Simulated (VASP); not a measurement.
F: density of states with PBEsol+D3(BJ)

F:

```
CELL_PARAMETERS angstrom
2.93460 -1.68533 -0.18361
2.93460 1.68533 -0.18361
-2.12535 0.00000 7.00854
ATOMIC_POSITIONS crystal
F 0.08400 0.08400 0.09550
F 0.91600 0.91600 0.90450
F 0.49970 0.49970 0.59551
F 0.50030 0.50030 0.40449
```

```
Program                 : VASP 6.6.1
Task                    : density of states
Functional              : PBEsol
Dispersion              : D3(BJ)
Potentials or basis     : VASP PAW PBE potentials, release 64 (F)
Cutoff                  : 520 eV
k mesh                  : 8 × 8 × 4
Occupations             : gaussian, width 0.02 eV
Spin                    : no spin polarisation
Dipole correction       : no
k mesh for the DOS      : 12 × 12 × 6
Occupations for the DOS : tetrahedron
Further INCAR settings  : ALGO = Normal; EDIFF = 1e-07; NBANDS = 22
```

| Item | Value |
| --- | --- |
| Valence electrons inside the program's atomic spheres | F 5.88 |
| Dispersion energy per atom | -0.017 eV |

Levels at points of the mesh, in eV from the valence-band top:
```tsv
k point	band 11	band 12	band 13	band 14	band 15	band 16	band 17	band 18
(0.00, 0.00, 0.00)	-0.37	-0.19	-0.15	-0.09	2.87	3.77	8.86	11.24
(0.50, 0.00, 0.00)	-0.48	-0.41	-0.33	-0.22	3.38	3.46	13.10	13.25
(0.50, 0.50, 0.00)	-0.44	-0.33	-0.26	0.00	3.35	3.42	13.30	13.59
(0.00, 0.00, 0.50)	-0.32	-0.22	-0.17	-0.11	3.27	3.34	9.71	9.73
(0.50, 0.00, 0.50)	-0.61	-0.40	-0.28	-0.09	3.19	3.61	13.08	13.81
(0.50, 0.50, 0.50)	-0.47	-0.36	-0.19	-0.12	3.37	3.45	13.01	13.20
```

It took 2.4 min on 1 thread of AMD EPYC 9R45 96-Core Processor (Zen 5), with other jobs on the host, peak memory 0.34 GiB.
